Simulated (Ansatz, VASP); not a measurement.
## SnSe in VASP and in Ansatz

```
Sn Se
1.0
    11.61725    0.00000    0.00000
     0.00000    4.20701    0.00000
     0.00000    0.00000    4.56710
Sn Se
4 4
Direct
  0.12148 0.25000 0.11646
  0.87852 0.75000 0.88354
  0.37852 0.75000 0.61646
  0.62148 0.25000 0.38354
  0.85488 0.25000 0.47633
  0.14512 0.75000 0.52367
  0.64512 0.75000 0.97633
  0.35488 0.25000 0.02367
```

Change from the starting cell: strain -0.0150 x Voigt [1, 0, 0, 0, 0, 0], atoms carried along.

Alike in both runs: task single point; functional PBE; k mesh 4 × 6 × 6; occupations gaussian, width 0.05 eV; no spin polarisation.

|  | VASP | Ansatz |
| --- | --- | --- |
| version | VASP 6.6.1 | Ansatz 0.2.0 |
| potentials or method | VASP PAW PBE potentials, release 64 (Sn_d, Se), cutoff 520 eV | scalar-relativistic, plane waves, PAW |
| valence electrons in the cell | 80 | 120 |

```csv
,VASP,Ansatz,Ansatz less VASP
gap on the k mesh at the Fermi level (eV),0.63,0.64,+0.004
least direct gap on the mesh (eV),0.87,0.88,+0.010
pressure (GPa),0.8,0.7,-0.03
"traceless stress, the component that is largest in VASP (GPa)",0.94,0.93,-0.013
rms of the force components (eV/Å),0.086,0.079,-0.0066
```

Atom by atom the forces differ by 0.009 eV/Å (rms over components). VASP's potentials hold 80 valence electrons a cell and Ansatz's 120, so a difference there can come from the potentials and not from the codes.
